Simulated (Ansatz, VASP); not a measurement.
**YHg: VASP beside Ansatz**

INCAR

```
PREC = Accurate ; ENCUT = 520
EDIFF = 1E-7 ; ISMEAR = -1
SIGMA = 0.05 ; LREAL = F
LASPH = T ; NELM = 60
ALGO = Normal ; ISIF = 2
LWAVE = F ; LCHARG = F
GGA = CA ; NBANDS = 18
```

KPOINTS

```
Automatic mesh
0
Gamma
  10 10 10
```

File POSCAR:

```
YHg
1.0
    3.6800000000      0.0000000000      0.0000000000
    0.0000000000      3.6800000000      0.0000000000
    0.0000000000      0.0000000000      3.6800000000
Y Hg
1 1
Direct
    0.5000000000      0.5000000000      0.5000000000
    0.0000000000      0.0000000000      0.0000000000
```

Input for Ansatz:

```yaml
crystal:
  lattice:
    - [3.68, 0.0, 0.0]
    - [0.0, 3.68, 0.0]
    - [0.0, 0.0, 3.68]
  atoms:
    - { symbol: "Y", position: [0.5, 0.5, 0.5] }
    - { symbol: Hg, position: [0.0, 0.0, 0.0] }
kpoints:
  mp_grid: { grid: [10, 10, 10] }
  band_path:
    path:
      - [0.0, 0.0, 0.0]
      - [0.0, 0.5, 0.0]
      - [0.5, 0.5, 0.0]
      - [0.0, 0.0, 0.0]
      - [0.5, 0.5, 0.5]
      - [0.0, 0.5, 0.0]
      - [0.5, 0.5, 0.5]
      - [0.5, 0.5, 0.0]
    npoints: 14
scf:
  occupations: { method: fermi_dirac, width: 0.05 }
hamiltonian:
  xc: lda
  pseudopotentials: { kind: all_electron, lapw: { basis_error: 0.001 } }
output:
  forces: true
  stress: true
  eigenvalues: true
  populations: true
```

Alike in both runs: task single point; functional LDA; k mesh 10 × 10 × 10; occupations fermi-dirac, width 0.05 eV; no spin polarisation.

|  | VASP | Ansatz |
| --- | --- | --- |
| version | VASP 6.6.1 | Ansatz 0.2.0 |
| potentials or method | VASP PAW LDA potentials, release 64 (Y_sv, Hg), cutoff 520 eV | all-electron LAPW, scalar-relativistic |

VASP gave:

```
pressure (GPa) : -3.1
```

Problem. What did Ansatz give for the same quantities?

Solution. Pressure (GPa): -3.3.

LDA's correlation is that of Perdew and Zunger in VASP and of Perdew and Wang (1992) in Ansatz. Ansatz ran all-electron here, and VASP with PAW potentials.

Neither program's run includes spin-orbit coupling.
